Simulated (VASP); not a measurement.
# NbSi (Pm-3m) in VASP: further runs

Aim: see how the results for NbSi move with the level of theory and the settings. Levels: B3LYP, HSE06, PBE, r2SCAN+U. Tasks: relaxation of cell and atoms, single point.

Everything below comes from runs of VASP 6.6.1. Logs are shortened: lines on timing, memory, paths and dates and some standing lists are left out, and cuts for length are marked.

## (1) The cell of the first run

The structure is cubic, space group Pm-3m (No. 221). Conventional cell: a = 3.156 Å, b = 3.156 Å, c = 3.156 Å, α = 90.00°, β = 90.00°, γ = 90.00°. Within 3.6 Å of Nb (site symmetry m-3m) lie 8 Si at 2.73 Å and 6 Nb at 3.16 Å. Within 3.6 Å of Si (site symmetry m-3m) lie 8 Nb at 2.73 Å and 6 Si at 3.16 Å.

## (2) Relaxation of cell and atoms, B3LYP

Input file POSCAR:

```
NbSi
1.0
    3.1564400000      0.0000000000      0.0000000000
    0.0000000000      3.1564400000      0.0000000000
    0.0000000000      0.0000000000      3.1564400000
Nb Si
1 1
Direct
    0.0000000000      0.0000000000      0.0000000000
    0.5000000000      0.5000000000      0.5000000000
```

Input file INCAR.step1:

```
PREC = Accurate
ENCUT = 600
EDIFF = 1E-5
ISMEAR = -1
SIGMA = 0.05
LREAL = False
LASPH = True
NELM = 60
ALGO = Normal
LWAVE = True
LCHARG = False
GGA = PE
NBANDS = 16
```

Input file INCAR.step2:

```
PREC = Accurate
ENCUT = 600
EDIFF = 1E-6
ISMEAR = -1
SIGMA = 0.05
LREAL = False
LASPH = True
NELM = 60
ALGO = Normal
ISIF = 3
LWAVE = False
LCHARG = False
GGA = B3
LHFCALC = True
AEXX = 0.2
AGGAX = 0.72
AGGAC = 0.81
ALDAC = 0.19
PRECFOCK = Normal
IBRION = 2
NSW = 60
EDIFFG = -0.01
ISTART = 1
```

Input file KPOINTS:

```
Automatic mesh
0
Gamma
  4 4 4
```

Potentials or basis: VASP PAW PBE potentials, release 64 (Nb_sv, Si).

Started as:

```bash
$ cat potpaw_PBE.64/Nb_sv/POTCAR potpaw_PBE.64/Si/POTCAR > POTCAR
$ cp INCAR.step1 INCAR
$ mpirun -np 1 vasp_std > vasp.out
$ cp INCAR.step2 INCAR
$ mpirun -np 1 vasp_std > vasp.out
```

OUTCAR:

```text
PREC = Accurate
   ENCUT = 600
   EDIFF = 1E-6
   ISMEAR = -1
   LREAL = False
   LASPH = True
   NELM = 60
   ISIF = 3
   GGA = B3
   LHFCALC = True
   AEXX = 0.2
   PRECFOCK = Normal
   IBRION = 2
   NSW = 60
   EDIFFG = -0.01
   ISTART = 1

 ion  position               nearest neighbor table
   1  0.000  0.000  0.000-   2 2.73   2 2.73   2 2.73   2 2.73   2 2.73   2 2.73   2 2.73   2 2.73

   2  0.500  0.500  0.500-   1 2.73   1 2.73   1 2.73   1 2.73   1 2.73   1 2.73   1 2.73   1 2.73

  LATTYP: Found a simple cubic cell.
 ALAT       =     3.1564400000

  Lattice vectors:

 A1 = (   3.1564400000,   0.0000000000,   0.0000000000)
 A2 = (   0.0000000000,   3.1564400000,   0.0000000000)
 A3 = (   0.0000000000,   0.0000000000,   3.1564400000)

Analysis of symmetry for initial positions (statically):
=====================================================================
 Subroutine PRICEL returns:
 Original cell was already a primitive cell.

 Routine SETGRP: Setting up the symmetry group for a
 simple cubic supercell.

 Subroutine GETGRP returns: Found 48 space group operations
 (whereof 48 operations were pure point group operations)
 out of a pool of 48 trial point group operations.

The static configuration has the point symmetry O_h .

Analysis of symmetry for dynamics (positions and initial velocities):
=====================================================================
 Subroutine PRICEL returns:
 Original cell was already a primitive cell.

 Routine SETGRP: Setting up the symmetry group for a
 simple cubic supercell.

 Subroutine GETGRP returns: Found 48 space group operations
 (whereof 48 operations were pure point group operations)
 out of a pool of 48 trial point group operations.

The dynamic configuration has the point symmetry O_h .

 Subroutine INISYM returns: Found 48 space group operations
 (whereof 48 operations are pure point group operations),
 and found     1 'primitive' translations

----------------------------------------------------------------------------------------

                                     Primitive cell

  volume of cell :      31.4480

  direct lattice vectors                    reciprocal lattice vectors
     3.156440000  0.000000000  0.000000000     0.316812612  0.000000000  0.000000000
     0.000000000  3.156440000  0.000000000     0.000000000  0.316812612  0.000000000
     0.000000000  0.000000000  3.156440000     0.000000000  0.000000000  0.316812612

  length of vectors
     3.156440000  3.156440000  3.156440000     0.316812612  0.316812612  0.316812612

  position of ions in fractional coordinates (direct lattice)
     0.000000000  0.000000000  0.000000000
     0.500000000  0.500000000  0.500000000

  ion indices of the primitive-cell ions
   primitive index   ion index
                 1           1
                 2           2

----------------------------------------------------------------------------------------

 KPOINTS: Automatic mesh

Automatic generation of k-mesh.
 Grid dimensions read from file:
 generate k-points for:    4    4    4

 Generating k-lattice:

  Cartesian coordinates                     Fractional coordinates (reciprocal lattice)
     0.079203153  0.000000000  0.000000000     0.250000000  0.000000000  0.000000000
     0.000000000  0.079203153  0.000000000     0.000000000  0.250000000  0.000000000
     0.000000000  0.000000000  0.079203153     0.000000000  0.000000000  0.250000000

  Length of vectors
     0.079203153  0.079203153  0.079203153

  Shift w.r.t. Gamma in fractional coordinates (k-lattice)
     0.000000000  0.000000000  0.000000000

 Subroutine IBZKPT returns following result:
 ===========================================

 Found     10 irreducible k-points:

 Following reciprocal coordinates:
            Coordinates               Weight
  0.000000  0.000000  0.000000      1.000000
  0.250000  0.000000  0.000000      6.000000
  0.500000  0.000000  0.000000      3.000000
  0.250000  0.250000  0.000000     12.000000
  0.500000  0.250000  0.000000     12.000000
  0.500000  0.500000  0.000000      3.000000
  0.250000  0.250000  0.250000      8.000000
  0.500000  0.250000  0.250000     12.000000
  0.500000  0.500000  0.250000      6.000000
  0.500000  0.500000  0.500000      1.000000
   k-points           NKPTS =     10   k-points in BZ     NKDIM =     64   number of bands    NBANDS=     12
   number of dos      NEDOS =    301   number of ions     NIONS =      2
   total plane-waves  NPLWV =  21952
   dimension x,y,z NGX =    28 NGY =   28 NGZ =   28
   dimension x,y,z NGXF=    56 NGYF=   56 NGZF=   56
   ions per type =               1   1
   NGX,Y,Z   is equivalent  to a cutoff of  14.75, 14.75, 14.75 a.u.
   NGXF,Y,Z  is equivalent  to a cutoff of  29.49, 29.49, 29.49 a.u.
 SYSTEM =  unknown system
   PREC   = accura    normal or accurate (medium, high low for compatibility)
   ISTART =      1    job   : 0-new  1-cont  2-samecut
   ICHARG =      0    charge: 1-file 2-atom 10-const
   ISPIN  =      1    spin polarized calculation?
   LNONCOLLINEAR =      F non collinear calculations
   LSORBIT =      F    spin-orbit coupling
   LASPH  =      T    aspherical Exc in radial PAW
   ENCUT  =  600.0 eV  44.10 Ry    6.64 a.u.   6.30  6.30  6.30*2*pi/ulx,y,z
   NELM   =     60;   NELMIN=  2; NELMDL=  0     # of ELM steps
   EDIFF  = 0.1E-05   stopping-criterion for ELM
   LREAL  =      F    real-space projection
   EDIFFG = -.1E-01   stopping-criterion for IOM
   NSW    =     60    number of steps for IOM
   IBRION =      2    ionic relax: 0-MD 1-quasi-New 2-CG
   NFREE  =      1    steps in history (QN), initial steepest desc. (CG)
   ISIF   =      3    stress and relaxation
   ISYM   =      3    0-nonsym 1-usesym 2-fastsym
   POTIM  = 0.5000    time-step for ionic-motion
   TEBEG  =    0.0;   TEEND  =   0.0 temperature during run
   PSTRESS=    0.0 pullay stress
   NELECT =      17.0000    total number of electrons
   NUPDOWN=      -1.0000    fix difference up-down
   EMIN   =  10.00;   EMAX   =-10.00  energy-range for DOS
   EFERMI =   0.00;   METHOD = LEGACY
   ISMEAR =    -1;   SIGMA  =   0.05  broadening in eV -4-tet -1-fermi 0-gaus
   EFERMI_NEDOS =   21; number of points for ismear=-14 and -15
   IALGO  =     38    algorithm
   IMIX   =      1    mixing-type and parameters
     AMIX     =   0.40;   BMIX     =  1.00
     AMIX_MAG =   1.60;   BMIX_MAG =  1.00
  volume/ion in A,a.u.               =      15.72       106.11
  Fermi-wavevector in a.u.,A,eV,Ry     =   1.333604  2.520146 24.197961  1.778500
  Thomas-Fermi vector in A             =   2.462450
   LORBIT       =      0    0 simple, 1 ext, 2 COOP (PROOUT), +10 PAW based schemes
   GGA     = B3    functional components
   LHFCALC =     T    Hartree Fock is set to
   PRECFOCK=normal    Normal, Fast or Accurate (Low or Medium for compatibility)
   ENCUT4O =  -1.0   cutoff for four orbital integrals eV
   NKREDX  =     1    reduce k-point grid by
   NKREDY  =     1    reduce k-point grid by
   NKREDZ  =     1    reduce k-point grid by
   AEXX    =    0.2000 exact exchange contribution
   HFSCREEN=    0.0000 screening length (either q_TF or 0.3 A-1)
   HFSCREENC=   0.0000 screening length for correlation (either q_TF or 0.3 A-1)
   ENCUTFOCK=  -1.0 apply spherical cutoff to Coloumb kernel
   IVDW    =     0    specifies the selected vdW correction
   LEPSILON=     F    determine dielectric tensor
   LRPA    =     F    only Hartree local field effects (RPA)
 conjugate gradient relaxation of ions
 non-spin polarized calculation
  energy-cutoff  :      600.00
  volume of cell :       31.45
 maximum number of plane-waves:      1064
 NGX is ok and might be reduce to    28
  NGX = 20; NGY = 20; NGZ = 20

--------------------------------------- Ionic step        1  -------------------------------------------

 number of electron      17.0000000 magnetization

 Free energy of the ion-electron system (eV)
  ---------------------------------------------------
  ext. energy  EPLUGINS =         0.00000000
  ---------------------------------------------------
  free energy    TOTEN  =       -16.80547770 eV

  energy without entropy =      -16.79236680  energy(sigma->0) =      -16.79892225

------------------------ aborting loop because EDIFF is reached ----------------------------------------

  FORCE on cell =-STRESS in cart. coord.  units (eV):
  Direction    XX          YY          ZZ          XY          YZ          ZX
  --------------------------------------------------------------------------------------
  -------------------------------------------------------------------------------------
  Total        1.0733635      1.0733635      1.0733635      0.0000000      0.0000000     -0.0000000
  in kB       54.6845699     54.6845699     54.6845699      0.0000000      0.0000000     -0.0000000
  external PRESSURE =      54.6845699 kB  Pullay stress =       0.0000000 kB
[... 57 lines left out ...]
  energy  without entropy=      -16.7741359061  energy(sigma->0) =      -16.78069855

--------------------------------------- Ionic step        3  -------------------------------------------

 number of electron      16.9999998 magnetization

 Free energy of the ion-electron system (eV)
  ---------------------------------------------------
  ext. energy  EPLUGINS =         0.00000000
  ---------------------------------------------------
  free energy    TOTEN  =       -16.82157066 eV

  energy without entropy =      -16.80845535  energy(sigma->0) =      -16.81501301

 E-fermi :  10.9704     XC(G=0):  -9.4735

 val. band max:       10.9703147795   @ k =   0.2500   0.2500   0.0000
 cond. band min:      11.4190198792   @ k =   0.2500   0.2500   0.2500
 fundamental gap:      0.4487050996
 Fermi energy:        10.9703800532

 k-point     1 :       0.0000    0.0000    0.0000
  band No.  band energies     occupation
      1     -47.1247      2.00000
      2     -21.9924      2.00000
      3     -21.9924      2.00000
      4     -21.9924      2.00000
      5      -1.3867      2.00000
      6       7.7986      2.00000
      7       7.7986      2.00000
      8      13.7823      0.00000
      9      13.7823      0.00000
     10      13.7823      0.00000
     11      13.8084      0.00000
     12      13.8084      0.00000
[... 162 lines left out ...]
  FREE ENERGIE OF THE ION-ELECTRON SYSTEM (eV)
  ---------------------------------------------------
  free  energy   TOTEN  =       -16.8215706609 eV

  energy  without entropy=      -16.8084553495  energy(sigma->0) =      -16.81501301

 reached required accuracy - stopping structural energy minimisation
```

Wall time 20 min (1 thread of Intel Xeon Platinum 8259CL at 2.50GHz (Skylake/Cascade Lake), shared host); peak memory 0.17 GiB.

Results:

```yaml
Free_energy: -16.8216 eV
Relaxed_volume: 16.22 Å³/atom
Relaxed_cell: a = 3.189 Å, b = 3.189 Å, c = 3.189 Å, α = 90.00°, β = 90.00°, γ = 90.00°
Space_group_after_relaxing_to_0.05_Å: Pm-3m (No. 221)
Energy_gained_by_relaxing: 8.0 meV/atom
Ionic_steps: 3
Pressure_after_relaxing: -0.1 GPa
```

The path:
```
step  energy change (eV)  largest force (eV/Å)  pressure (GPa)  volume (Å³)
   1              0.0000                0.0000            5.47        31.45
   2              0.0182                0.0000           -6.88        33.95
   3             -0.0161                0.0000           -0.07        32.43
```

Final structure:
```xyz
2
Lattice="3.1891 0.0000 0.0000 0.0000 3.1891 0.0000 0.0000 0.0000 3.1891" Properties=species:S:1:pos:R:3 pbc="T T T"
Nb    0.0000    0.0000    0.0000
Si    1.5946    1.5946    1.5946
```

Caveat: the k points lie up to 0.49 Å⁻¹ apart in the final cell; the PAW data sets were made with another functional, which shifts forces and pressure a little.

## (3) Relaxation of cell and atoms, HSE06

POSCAR is that of step 2.

Input file INCAR.step1:

```
SYSTEM = NbSi
PREC = Accurate
ENCUT = 600
EDIFF = 1E-5
ISMEAR = -1
SIGMA = 0.05
LREAL = .FALSE.
LASPH = .TRUE.
NELM = 60
ALGO = Normal
LWAVE = .TRUE.
LCHARG = .FALSE.
GGA = PE
NBANDS = 16
```

Input file INCAR.step2:

```
SYSTEM = NbSi
PREC = Accurate
ENCUT = 600
EDIFF = 1E-7
ISMEAR = -1
SIGMA = 0.05
LREAL = .FALSE.
LASPH = .TRUE.
NELM = 60
ALGO = Normal
ISIF = 3
LWAVE = .FALSE.
LCHARG = .FALSE.
GGA = PE
LHFCALC = .TRUE.
HFSCREEN = 0.2079
PRECFOCK = Normal
IBRION = 2
NSW = 60
EDIFFG = -0.01
ISTART = 1
```

Input file KPOINTS:

```
regular mesh
0
G
  4 4 4
  0 0 0
```

Potentials or basis: VASP PAW PBE potentials, release 64 (Nb_sv, Si).

Started as:

```bash
$ cat potpaw_PBE.64/Nb_sv/POTCAR potpaw_PBE.64/Si/POTCAR > POTCAR
$ cp INCAR.step1 INCAR
$ mpirun -np 1 vasp_std > vasp.out
$ cp INCAR.step2 INCAR
$ mpirun -np 1 vasp_std > vasp.out
```

OUTCAR:

```text
SYSTEM = NbSi
   PREC = Accurate
   ENCUT = 600
   EDIFF = 1E-7
   ISMEAR = -1
   LREAL = .FALSE.
   LASPH = .TRUE.
   NELM = 60
   ISIF = 3
   GGA = PE
   LHFCALC = .TRUE.
   HFSCREEN = 0.2079
   PRECFOCK = Normal
   IBRION = 2
   NSW = 60
   EDIFFG = -0.01
   ISTART = 1

 ion  position               nearest neighbor table
   1  0.000  0.000  0.000-   2 2.73   2 2.73   2 2.73   2 2.73   2 2.73   2 2.73   2 2.73   2 2.73

   2  0.500  0.500  0.500-   1 2.73   1 2.73   1 2.73   1 2.73   1 2.73   1 2.73   1 2.73   1 2.73

  LATTYP: Found a simple cubic cell.
 ALAT       =     3.1564400000

  Lattice vectors:

 A1 = (   3.1564400000,   0.0000000000,   0.0000000000)
 A2 = (   0.0000000000,   3.1564400000,   0.0000000000)
 A3 = (   0.0000000000,   0.0000000000,   3.1564400000)

Analysis of symmetry for initial positions (statically):
=====================================================================
 Subroutine PRICEL returns:
 Original cell was already a primitive cell.

 Routine SETGRP: Setting up the symmetry group for a
 simple cubic supercell.

 Subroutine GETGRP returns: Found 48 space group operations
 (whereof 48 operations were pure point group operations)
 out of a pool of 48 trial point group operations.

The static configuration has the point symmetry O_h .

Analysis of symmetry for dynamics (positions and initial velocities):
=====================================================================
 Subroutine PRICEL returns:
 Original cell was already a primitive cell.

 Routine SETGRP: Setting up the symmetry group for a
 simple cubic supercell.

 Subroutine GETGRP returns: Found 48 space group operations
 (whereof 48 operations were pure point group operations)
 out of a pool of 48 trial point group operations.

The dynamic configuration has the point symmetry O_h .
[... 100 lines left out ...]
   EFERMI_NEDOS =   21; number of points for ismear=-14 and -15
   IALGO  =     38    algorithm
   IMIX   =      1    mixing-type and parameters
     AMIX     =   0.40;   BMIX     =  1.00
     AMIX_MAG =   1.60;   BMIX_MAG =  1.00
  volume/ion in A,a.u.               =      15.72       106.11
  Fermi-wavevector in a.u.,A,eV,Ry     =   1.333604  2.520146 24.197961  1.778500
  Thomas-Fermi vector in A             =   2.462450
   LORBIT       =      0    0 simple, 1 ext, 2 COOP (PROOUT), +10 PAW based schemes
   GGA     = PE    functional components
   LHFCALC =     T    Hartree Fock is set to
   PRECFOCK=normal    Normal, Fast or Accurate (Low or Medium for compatibility)
   ENCUT4O =  -1.0   cutoff for four orbital integrals eV
   NKREDX  =     1    reduce k-point grid by
   NKREDY  =     1    reduce k-point grid by
   NKREDZ  =     1    reduce k-point grid by
   AEXX    =    0.2500 exact exchange contribution
   HFSCREEN=    0.2079 screening length (either q_TF or 0.3 A-1)
   HFSCREENC=   0.2079 screening length for correlation (either q_TF or 0.3 A-1)
   ENCUTFOCK=  -1.0 apply spherical cutoff to Coloumb kernel
   IVDW    =     0    specifies the selected vdW correction
   LEPSILON=     F    determine dielectric tensor
   LRPA    =     F    only Hartree local field effects (RPA)
 conjugate gradient relaxation of ions
 non-spin polarized calculation
  energy-cutoff  :      600.00
  volume of cell :       31.45
 maximum number of plane-waves:      1064
 NGX is ok and might be reduce to    28
  NGX = 20; NGY = 20; NGZ = 20

--------------------------------------- Ionic step        1  -------------------------------------------

 number of electron      17.0000000 magnetization

 Free energy of the ion-electron system (eV)
  ---------------------------------------------------
  ext. energy  EPLUGINS =         0.00000000
  ---------------------------------------------------
  free energy    TOTEN  =       -18.20172766 eV

  energy without entropy =      -18.17724836  energy(sigma->0) =      -18.18948801

------------------------ aborting loop because EDIFF is reached ----------------------------------------

  FORCE on cell =-STRESS in cart. coord.  units (eV):
  Direction    XX          YY          ZZ          XY          YZ          ZX
  --------------------------------------------------------------------------------------
  -------------------------------------------------------------------------------------
  Total       -0.3152062     -0.3152062     -0.3152062      0.0000000      0.0000000      0.0000000
  in kB      -16.0587840    -16.0587840    -16.0587840      0.0000000      0.0000000      0.0000000
  external PRESSURE =     -16.0587840 kB  Pullay stress =       0.0000000 kB
[... 59 lines left out ...]
--------------------------------------- Ionic step        3  -------------------------------------------

 number of electron      17.0000001 magnetization

 Free energy of the ion-electron system (eV)
  ---------------------------------------------------
  ext. energy  EPLUGINS =         0.00000000
  ---------------------------------------------------
  free energy    TOTEN  =       -18.20314192 eV

  energy without entropy =      -18.17842053  energy(sigma->0) =      -18.19078123

 E-fermi :  11.2768     XC(G=0):  -9.9172

 val. band max:       11.1261594747   @ k =   0.2500   0.0000   0.0000
 cond. band min:      11.2908791284   @ k =   0.2500   0.2500   0.0000
 fundamental gap:      0.1647196537
 Fermi energy:        11.2768489406

 k-point     1 :       0.0000    0.0000    0.0000
  band No.  band energies     occupation
      1     -47.2869      2.00000
      2     -21.7763      2.00000
      3     -21.7763      2.00000
      4     -21.7763      2.00000
      5      -1.4134      2.00000
      6       8.0132      2.00000
      7       8.0132      2.00000
      8      13.9770      0.00000
      9      13.9770      0.00000
     10      14.0357      0.00000
     11      14.0357      0.00000
     12      14.0357      0.00000
[... 162 lines left out ...]
  FREE ENERGIE OF THE ION-ELECTRON SYSTEM (eV)
  ---------------------------------------------------
  free  energy   TOTEN  =       -18.2031419238 eV

  energy  without entropy=      -18.1784205289  energy(sigma->0) =      -18.19078123

 reached required accuracy - stopping structural energy minimisation
```

Run time: 26 min. Hardware: 1 thread of Intel Xeon Platinum 8259CL at 2.50GHz (Skylake/Cascade Lake), shared host; peak memory 0.27 GiB.

Results:

```
Free energy                            : -18.2031 eV
Relaxed volume                         : 15.59 Å³/atom
Relaxed cell                           : a = 3.147 Å, b = 3.147 Å, c = 3.147 Å, α = 90.00°, β = 90.00°, γ = 90.00°
Space group after relaxing (to 0.05 Å) : Pm-3m (No. 221)
Energy gained by relaxing              : 0.7 meV/atom
Ionic steps                            : 3
Pressure after relaxing                : 0.0 GPa
```

The path:
| step | energy change (eV) | largest force (eV/Å) | pressure (GPa) | volume (Å³) |
| --- | --- | --- | --- | --- |
| 1 | 0.0000 | 0.0000 | -1.61 | 31.45 |
| 2 | 0.0022 | 0.0000 | 2.68 | 30.74 |
| 3 | -0.0014 | 0.0000 | 0.01 | 31.17 |

Final structure:
```
Nb Si
1.0
     3.14715    0.00000    0.00000
     0.00000    3.14715    0.00000
     0.00000    0.00000    3.14715
Nb Si
1 1
Direct
  0.00000 0.00000 0.00000
  0.50000 0.50000 0.50000
```

Caveat: the k points lie up to 0.50 Å⁻¹ apart in the final cell; the PAW data sets were made with another functional, which shifts forces and pressure a little.

(Continued in part 2 of 2.)
